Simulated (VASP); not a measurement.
# Mg2CdSe3 in VASP: notebook

The runs below take Mg2CdSe3 through single point, with PBE.

Everything below comes from runs of VASP 6.6.1. Logs are shortened: lines on timing, memory, paths and dates and some standing lists are left out, and cuts for length are marked.

## 1. The cell of the first run

It takes space group I4/mmm (No. 139, tetragonal). Conventional cell: a = 3.955 Å, b = 3.955 Å, c = 16.805 Å, α = 90.00°, β = 90.00°, γ = 90.00°. Within 3.6 Å of Mg (site symmetry 4mm) lie 6 Se at 2.75 to 2.80 Å. Within 3.7 Å of Cd (site symmetry 4/mmm) lie 6 Se at 2.80 to 2.85 Å. Within 3.6 Å of Se (site symmetry 4mm) lie 5 Mg at 2.75 to 2.80 Å and 1 Cd at 2.85 Å. Within 3.7 Å of Se (site symmetry 4/mmm) lie 4 Cd at 2.80 Å and 2 Mg at 2.80 Å.

## 2. Single point, PBE

Input file INCAR:

```
PREC = Accurate
ENCUT = 520
EDIFF = 1E-6
ISMEAR = 0
SIGMA = 0.1
LREAL = False
LASPH = True
NELM = 80
ALGO = Normal
ISIF = 2
LWAVE = False
LCHARG = False
GGA = PE
NBANDS = 26
```

Input file KPOINTS:

```
regular mesh
0
Gamma
  6 6 6
```

Input file POSCAR:

```
Mg2CdSe3
1.0
   -1.9776513000      1.9776513000      8.4024623000
    1.9776513000     -1.9776513000      8.4024623000
    1.9776513000      1.9776513000     -8.4024623000
Mg Cd Se
2 1 3
Direct
    0.6668930000      0.6668930000      0.0000000000
    0.3331070000      0.3331070000      0.0000000000
    0.0000000000      0.0000000000      0.0000000000
    0.8304310000      0.8304310000      0.0000000000
    0.5000000000      0.5000000000      0.0000000000
    0.1695690000      0.1695690000      0.0000000000
```

Potentials or basis: VASP PAW PBE potentials, release 64 (Mg, Cd, Se).

Started as:

```console
cat potpaw_PBE.64/Mg/POTCAR potpaw_PBE.64/Cd/POTCAR potpaw_PBE.64/Se/POTCAR > POTCAR
mpirun -np 1 vasp_std > vasp.out
```

OUTCAR:

```text
PREC = Accurate
   ENCUT = 520
   EDIFF = 1E-6
   ISMEAR = 0
   LREAL = False
   LASPH = True
   NELM = 80
   ISIF = 2
   GGA = PE

 ion  position               nearest neighbor table
   1  0.667  0.667  0.000-   4 2.75   6 2.80   6 2.80   6 2.80   6 2.80   5 2.80
   2  0.333  0.333  0.000-   6 2.75   4 2.80   4 2.80   4 2.80   4 2.80   5 2.80
   3  0.000  0.000  0.000-   5 2.80   5 2.80   5 2.80   5 2.80   6 2.85   4 2.85
   4  0.830  0.830  0.000-   1 2.75   2 2.80   2 2.80   2 2.80   2 2.80   3 2.85
   5  0.500  0.500  0.000-   3 2.80   3 2.80   3 2.80   3 2.80   2 2.80   1 2.80
   6  0.170  0.170  0.000-   2 2.75   1 2.80   1 2.80   1 2.80   1 2.80   3 2.85

  LATTYP: Found a body centered tetragonal cell.
 ALAT       =     3.9553026000
 C/A-ratio  =     4.2487076969

  Lattice vectors:

 A1 = (  -1.9776513000,   1.9776513000,   8.4024623000)
 A2 = (   1.9776513000,  -1.9776513000,   8.4024623000)
 A3 = (   1.9776513000,   1.9776513000,  -8.4024623000)

Analysis of symmetry for initial positions (statically):
=====================================================================
 Subroutine PRICEL returns:
 Original cell was already a primitive cell.

 Routine SETGRP: Setting up the symmetry group for a
 body centered tetragonal supercell.

 Subroutine GETGRP returns: Found 16 space group operations
 (whereof 16 operations were pure point group operations)
 out of a pool of 16 trial point group operations.

The static configuration has the point symmetry D_4h.

Analysis of symmetry for dynamics (positions and initial velocities):
=====================================================================
 Subroutine PRICEL returns:
 Original cell was already a primitive cell.

 Routine SETGRP: Setting up the symmetry group for a
 body centered tetragonal supercell.

 Subroutine GETGRP returns: Found 16 space group operations
 (whereof 16 operations were pure point group operations)
 out of a pool of 16 trial point group operations.

The dynamic configuration has the point symmetry D_4h.

 Subroutine INISYM returns: Found 16 space group operations
 (whereof 16 operations are pure point group operations),
 and found     1 'primitive' translations

----------------------------------------------------------------------------------------

                                     Primitive cell

  volume of cell :     131.4516

  direct lattice vectors                    reciprocal lattice vectors
    -1.977651300  1.977651300  8.402462300     0.000000000  0.252825157  0.059506366
     1.977651300 -1.977651300  8.402462300     0.252825157  0.000000000  0.059506366
     1.977651300  1.977651300 -8.402462300     0.252825157  0.252825157  0.000000000

  length of vectors
     8.855709008  8.855709008  8.855709008     0.259733647  0.259733647  0.357548766

  position of ions in fractional coordinates (direct lattice)
     0.666893000  0.666893000  0.000000000
     0.333107000  0.333107000  0.000000000
     0.000000000  0.000000000  0.000000000
     0.830431000  0.830431000  0.000000000
     0.500000000  0.500000000  0.000000000
     0.169569000  0.169569000  0.000000000

  ion indices of the primitive-cell ions
   primitive index   ion index
                 1           1
                 2           2
                 3           3
                 4           4
                 5           5
                 6           6

----------------------------------------------------------------------------------------

 KPOINTS: regular mesh

Automatic generation of k-mesh.
 Grid dimensions read from file:
 generate k-points for:    6    6    6

 Generating k-lattice:

  Cartesian coordinates                     Fractional coordinates (reciprocal lattice)
     0.000000000  0.042137526  0.009917728     0.166666667  0.000000000 -0.000000000
     0.042137526  0.000000000  0.009917728     0.000000000  0.166666667 -0.000000000
     0.042137526  0.042137526  0.000000000     0.000000000  0.000000000  0.166666667

  Length of vectors
     0.043288941  0.043288941  0.059591461

  Shift w.r.t. Gamma in fractional coordinates (k-lattice)
     0.000000000  0.000000000  0.000000000

 Subroutine IBZKPT returns following result:
 ===========================================

 Found     30 irreducible k-points:

 Following reciprocal coordinates:
            Coordinates               Weight
  0.000000  0.000000  0.000000      1.000000
  0.166667 -0.000000  0.000000      8.000000
  0.333333 -0.000000  0.000000      8.000000
  0.500000 -0.000000  0.000000      4.000000
  0.166667  0.166667  0.000000      8.000000
  0.333333  0.166667  0.000000     16.000000
[... 16 lines left out ...]
 -0.333333 -0.333333  0.166667      8.000000
 -0.166667 -0.333333  0.166667      8.000000
 [... further k-points ...]
   k-points           NKPTS =     30   k-points in BZ     NKDIM =     30   number of bands    NBANDS=     26
   number of dos      NEDOS =    301   number of ions     NIONS =      6
   total plane-waves  NPLWV = 343000
   dimension x,y,z NGX =    70 NGY =   70 NGZ =   70
   dimension x,y,z NGXF=   140 NGYF=  140 NGZF=  140
   ions per type =               2   1   3
   NGX,Y,Z   is equivalent  to a cutoff of  13.14, 13.14, 13.14 a.u.
   NGXF,Y,Z  is equivalent  to a cutoff of  26.28, 26.28, 26.28 a.u.
 SYSTEM =  unknown system
   PREC   = accura    normal or accurate (medium, high low for compatibility)
   ISTART =      0    job   : 0-new  1-cont  2-samecut
   ICHARG =      2    charge: 1-file 2-atom 10-const
   ISPIN  =      1    spin polarized calculation?
   LNONCOLLINEAR =      F non collinear calculations
   LSORBIT =      F    spin-orbit coupling
   LASPH  =      T    aspherical Exc in radial PAW
   ENCUT  =  520.0 eV  38.22 Ry    6.18 a.u.  16.47 16.47 16.47*2*pi/ulx,y,z
   NELM   =     80;   NELMIN=  2; NELMDL= -5     # of ELM steps
   EDIFF  = 0.1E-05   stopping-criterion for ELM
   LREAL  =      F    real-space projection
   EDIFFG = 0.1E-04   stopping-criterion for IOM
   NSW    =      0    number of steps for IOM
   IBRION =     -1    ionic relax: 0-MD 1-quasi-New 2-CG
   NFREE  =      0    steps in history (QN), initial steepest desc. (CG)
   ISIF   =      2    stress and relaxation
   ISYM   =      2    0-nonsym 1-usesym 2-fastsym
   POTIM  = 0.5000    time-step for ionic-motion
   TEBEG  =    0.0;   TEEND  =   0.0 temperature during run
   PSTRESS=    0.0 pullay stress
   NELECT =      34.0000    total number of electrons
   NUPDOWN=      -1.0000    fix difference up-down
   EMIN   =  10.00;   EMAX   =-10.00  energy-range for DOS
   EFERMI =   0.00;   METHOD = LEGACY
   ISMEAR =     0;   SIGMA  =   0.10  broadening in eV -4-tet -1-fermi 0-gaus
   EFERMI_NEDOS =   21; number of points for ismear=-14 and -15
   IALGO  =     38    algorithm
   IMIX   =      4    mixing-type and parameters
     AMIX     =   0.40;   BMIX     =  1.00
     AMIX_MAG =   1.60;   BMIX_MAG =  1.00
  volume/ion in A,a.u.               =      21.91       147.85
  Fermi-wavevector in a.u.,A,eV,Ry     =   1.043068  1.971112 14.803004  1.087990
  Thomas-Fermi vector in A             =   2.177761
   LORBIT       =      0    0 simple, 1 ext, 2 COOP (PROOUT), +10 PAW based schemes
   GGA     = PE    functional components
   LHFCALC =     F    Hartree Fock is set to
   AEXX    =    0.0000 exact exchange contribution
   IVDW    =     0    specifies the selected vdW correction
   LEPSILON=     F    determine dielectric tensor
   LRPA    =     F    only Hartree local field effects (RPA)
 non-spin polarized calculation
 Gauss-broadening in eV      SIGMA  =   0.10
  energy-cutoff  :      520.00
  volume of cell :      131.45
 maximum number of plane-waves:      3591
 NGX is ok and might be reduce to    70
   NGX = 33   NGY = 33   NGZ = 33

 number of electron      33.9999998 magnetization

 Free energy of the ion-electron system (eV)
  ---------------------------------------------------
  ext. energy  EPLUGINS =         0.00000000
  ---------------------------------------------------
  free energy    TOTEN  =       -20.07448712 eV

  energy without entropy =      -20.07448667  energy(sigma->0) =      -20.07448689

 E-fermi :   3.1886     XC(G=0):  -9.5792

 val. band max:        2.8801525364   @ k =   0.5000  -0.0000   0.0000
 cond. band min:       3.4680372884   @ k =   0.5000   0.5000   0.0000
 fundamental gap:      0.5878847519
 Fermi energy:         3.1885789179

 k-point     1 :       0.0000    0.0000    0.0000
  band No.  band energies     occupation
      1     -10.1143      2.00000
      2      -9.4339      2.00000
      3      -9.0665      2.00000
      4      -5.1683      2.00000
      5      -5.0702      2.00000
      6      -4.9855      2.00000
[... 18 lines left out ...]
     25      10.7600      0.00000
     26      10.7868      0.00000

 k-point     2 :       0.1667   -0.0000    0.0000
  band No.  band energies     occupation
      1      -9.9624      2.00000
      2      -9.3654      2.00000
      3      -9.0070      2.00000
      4      -5.1521      2.00000
      5      -5.1434      2.00000
      6      -5.0179      2.00000
[... 18 lines left out ...]
     25      10.5096      0.00000
     26      10.5862      0.00000

 k-point     3 :       0.3333   -0.0000    0.0000
  band No.  band energies     occupation
      1      -9.5765      2.00000
      2      -9.2103      2.00000
      3      -8.9435      2.00000
      4      -5.2801      2.00000
      5      -5.2137      2.00000
      6      -5.0960      2.00000
[... 18 lines left out ...]
     25       9.3740      0.00000
     26       9.7743      0.00000

 k-point     4 :       0.5000   -0.0000    0.0000
  band No.  band energies     occupation
      1      -9.2507      2.00000
      2      -9.1140      2.00000
      3      -9.0376      2.00000
      4      -5.3441      2.00000
      5      -5.3051      2.00000
      6      -5.1355      2.00000
[... 18 lines left out ...]
     25       9.0146      0.00000
     26       9.1841      0.00000

 k-point     5 :       0.1667    0.1667    0.0000
  band No.  band energies     occupation
      1      -9.8149      2.00000
      2      -9.3286      2.00000
      3      -8.9451      2.00000
      4      -5.2247      2.00000
      5      -5.1156      2.00000
      6      -5.0226      2.00000
[... 18 lines left out ...]
     25       9.3582      0.00000
     26       9.4281      0.00000

 k-point     6 :       0.3333    0.1667    0.0000
  band No.  band energies     occupation
      1      -9.4805      2.00000
      2      -9.1796      2.00000
      3      -8.9002      2.00000
      4      -5.2804      2.00000
      5      -5.0836      2.00000
      6      -5.0803      2.00000
[... 427 lines left out ...]
 k-point    21 :      -0.3333    0.5000    0.1667
  band No.  band energies     occupation
      1      -9.4399      2.00000
      2      -9.2235      2.00000
      3      -8.9055      2.00000
      4      -5.2776      2.00000
      5      -5.0821      2.00000
      6      -5.0800      2.00000
[... 18 lines left out ...]
     25       9.6952      0.00000
     26       9.9961      0.00000

 k-point    22 :      -0.1667    0.5000    0.1667
  band No.  band energies     occupation
      1      -9.5242      2.00000
      2      -9.2785      2.00000
      3      -8.9385      2.00000
      4      -5.2801      2.00000
      5      -5.2097      2.00000
      6      -5.0941      2.00000
[... 18 lines left out ...]
     25       9.1493      0.00000
     26      10.1840      0.00000

 k-point    23 :      -0.3333   -0.3333    0.1667
  band No.  band energies     occupation
      1      -9.7494      2.00000
      2      -9.4364      2.00000
      3      -8.9145      2.00000
      4      -5.2214      2.00000
      5      -5.1156      2.00000
      6      -5.0218      2.00000
[... 18 lines left out ...]
     25       9.4660      0.00000
     26       9.7230      0.00000

 k-point    24 :      -0.1667   -0.3333    0.1667
  band No.  band energies     occupation
      1      -9.9108      2.00000
      2      -9.4711      2.00000
      3      -8.9625      2.00000
      4      -5.1514      2.00000
      5      -5.1434      2.00000
      6      -5.0174      2.00000
[... 18 lines left out ...]
     25      10.3061      0.00000
     26      10.3876      0.00000

 [... further k-points ...]
[... 5 lines left out ...]
  --------------------------------------------------------------------------------------
  -------------------------------------------------------------------------------------
  Total        0.1049286      0.1049286      0.0382590      0.0000000     -0.0000000      0.0000000
  in kB        1.2789058      1.2789058      0.4663134      0.0000000     -0.0000000      0.0000000
  external PRESSURE =       1.0080416 kB  Pullay stress =       0.0000000 kB

 VOLUME and BASIS-vectors are now :
 -----------------------------------------------------------------------------
  energy-cutoff  :      520.00
  volume of cell :      131.45
      direct lattice vectors                 reciprocal lattice vectors
    -1.977651300  1.977651300  8.402462300     0.000000000  0.252825157  0.059506366
     1.977651300 -1.977651300  8.402462300     0.252825157  0.000000000  0.059506366
     1.977651300  1.977651300 -8.402462300     0.252825157  0.252825157  0.000000000

 POSITION                                       TOTAL-FORCE (eV/Angst)
 -----------------------------------------------------------------------------------
      0.00000      0.00000     11.20709         0.000000      0.000000      0.002544
      0.00000      0.00000      5.59784         0.000000      0.000000     -0.002544
      0.00000      0.00000      0.00000         0.000000      0.000000      0.000000
      0.00000      0.00000     13.95533         0.000000      0.000000     -0.021614
      0.00000      0.00000      8.40246         0.000000      0.000000      0.000000
      0.00000      0.00000      2.84959        -0.000000     -0.000000      0.021614
 -----------------------------------------------------------------------------------
    total drift:                               -0.000000     -0.000000     -0.000000

  FREE ENERGIE OF THE ION-ELECTRON SYSTEM (eV)
  ---------------------------------------------------
  free  energy   TOTEN  =       -20.0744871194 eV

  energy  without entropy=      -20.0744866705  energy(sigma->0) =      -20.07448689
```

Run time: 12 min. Hardware: 1 thread of AMD EPYC 7R43 (Zen 3), shared host; peak memory 0.67 GiB.

Results:

- Free energy: -20.0745 eV
- Pressure: 0.1 GPa
- Largest force: 0.022 eV/Å
- Band gap on the k mesh: 0.59 eV, indirect (least direct gap 1.24 eV)

Forces in eV/Å, atoms in the order of the input:
```
Mg   0.000  0.000  0.003
Mg   0.000  0.000 -0.003
Cd   0.000  0.000  0.000
Se   0.000  0.000 -0.022
Se   0.000  0.000  0.000
Se   0.000  0.000  0.022
```

Levels at points of the mesh, in eV from the valence-band top:
```
           k point  band 14  band 15  band 16  band 17  band 18  band 19  band 20  band 21
(0.00, 0.00, 0.00)    -1.58    -0.40    -0.37    -0.37     0.86     2.08     2.43     4.34
(0.50, 0.00, 0.00)    -0.84    -0.77    -0.49     0.00     3.31     4.23     4.28     5.05
(0.50, 0.50, 0.00)    -2.58    -2.54    -2.00    -1.99     0.59     2.63     3.07     4.35
(0.50, 0.50, 0.50)    -1.03    -1.03    -0.69    -0.69     0.65     3.46     3.66     4.19
```

[end of part 1 of 2]
